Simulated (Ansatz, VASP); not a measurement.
**One calculation of Ga, two programs**

```
Ga
1.0
     2.83419    0.00000    0.00000
     0.00000    2.83419    0.00000
     0.00000    0.00000    2.83419
Ga
1
Direct
  0.00000 0.00000 0.00000
```

Alike in both runs: task single point; functional RPBE; k mesh 13 × 13 × 13; occupations fermi-dirac, width 0.1 eV; no spin polarisation.

|  | VASP | Ansatz |
| --- | --- | --- |
| version | VASP 6.6.1 | Ansatz 0.2.0 |
| potentials or method | VASP PAW PBE potentials, release 64 (Ga_d), cutoff 520 eV | plane waves (420 eV) with PAW, scalar-relativistic |
| valence electrons in the cell | 13 | 13 |

Ansatz gave:

- pressure (GPa): -2.6

**Question.** Which values does VASP return?

**Answer.** Pressure (GPa): -2.5.

VASP's potentials were made for PBE, not for RPBE.
